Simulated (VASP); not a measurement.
Wanted: the native input for a VASP 6.6.1 run.

```
Task                   : single point
Functional             : PBE
Potentials or basis    : VASP PAW PBE potentials, release 64 (B, As)
Cutoff                 : 520 eV
k mesh                 : 18 × 18 × 18
Occupations            : gaussian, width 0.1 eV
Spin                   : no spin polarisation
Dipole correction      : no
Further INCAR settings : ALGO = Normal; EDIFF = 1e-06; NBANDS = 16
```

The structure of BAs lies in POSCAR:

```
BAs
1.0
    1.5029017647      0.8677007385      6.7907489576
   -1.5029017647      0.8677007385      6.7907489576
    0.0000000000     -1.7354014769      6.7907489577
B As
2 2
Direct
    0.1673241107      0.1673241107      0.1673241107
    0.8326758893      0.8326758893      0.8326758893
    0.4032989190      0.4032989190      0.4032989190
    0.5967010810      0.5967010810      0.5967010810
```

The input as run:

INCAR

```
  PREC = Accurate
  ENCUT = 520
  EDIFF = 1E-6
  ISMEAR = 0
  SIGMA = 0.1
  LREAL = False
  LASPH = True
  NELM = 60
  ALGO = Normal
  ISIF = 2
  LWAVE = False
  LCHARG = False
  GGA = PE
  NBANDS = 16
```

KPOINTS

```
regular mesh
0
Gamma
  18 18 18
```

Potentials or basis: VASP PAW PBE potentials, release 64 (B, As).

Command:

```sh
$ cat potpaw_PBE.64/B/POTCAR potpaw_PBE.64/As/POTCAR > POTCAR
$ mpirun -np 1 vasp_std > vasp.out
```

Results of the run:

| Item | Value |
| --- | --- |
| Pressure | 0.1 GPa |
| Largest force | 0.010 eV/Å |
| Band gap on the k mesh | zero (bands 8 and 9 overlap by 5.75 eV) |

Wall time 25 min on 1 thread of Intel(R) Xeon(R) Platinum 8375C CPU @ 2.90GHz (Ice Lake), on a shared host, peak memory 0.73 GiB.
